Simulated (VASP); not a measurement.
A run of VASP 6.6.1 is set up as follows.

POSCAR

```
In2Sb
1.0
    4.3193463283      0.0000000000      0.0000000000
    0.0000000000      4.3193463283      0.0000000000
    0.0000000000      0.0000000000      9.0636272633
In Sb
4 2
Direct
    0.0000000000      0.0000000000      0.0000000000
    0.5000000000      0.5000000000      0.0000000000
    0.0000000000      0.5000000000      0.3632613175
    0.5000000000      0.0000000000      0.6367386825
    0.0000000000      0.5000000000      0.6967256497
    0.5000000000      0.0000000000      0.3032743503
```

Contents of INCAR.step1:

```
SYSTEM = In2Sb
PREC = Accurate
ENCUT = 520
ISMEAR = 0
SIGMA = 0.1
LREAL = .False.
LASPH = .True.
NELM = 60
NBANDS = 40
GGA = PE
ALGO = Normal
EDIFF = 1E-4
LWAVE = .True.
LCHARG = .False.
```

INCAR.step2

```
SYSTEM = In2Sb
PREC = Accurate
ENCUT = 520
EDIFF = 1E-6
ISMEAR = 0
SIGMA = 0.1
LREAL = .False.
LASPH = .True.
NELM = 60
ALGO = Normal
ISIF = 2
LWAVE = .False.
LCHARG = .False.
METAGGA = R2SCAN
LMIXTAU = .True.
NBANDS = 40
ISTART = 1
```

The input KPOINTS:

```
Automatic mesh
0
Gamma
  8 8 6
  0 0 0
```

Potentials or basis: VASP PAW PBE potentials, release 64 (In_d, Sb).

Run with:

```sh
$ cat potpaw_PBE.64/In_d/POTCAR potpaw_PBE.64/Sb/POTCAR > POTCAR
$ cp INCAR.step1 INCAR
$ mpirun -np 1 vasp_std > vasp.out
$ cp INCAR.step2 INCAR
$ mpirun -np 1 vasp_std > vasp.out
```

(1) Predict the largest force.

(2) Predict the band gap on the k mesh.

(3) Predict the pressure.

Answers

(1) 0.007 eV/Å.

(2) zero (bands 31 and 32 overlap by 5.01 eV).

(3) 0.1 GPa.

Caveat: the PAW data sets were made with another functional, which shifts forces and pressure a little; spin-orbit coupling is left out, which moves the levels of the heavy elements.
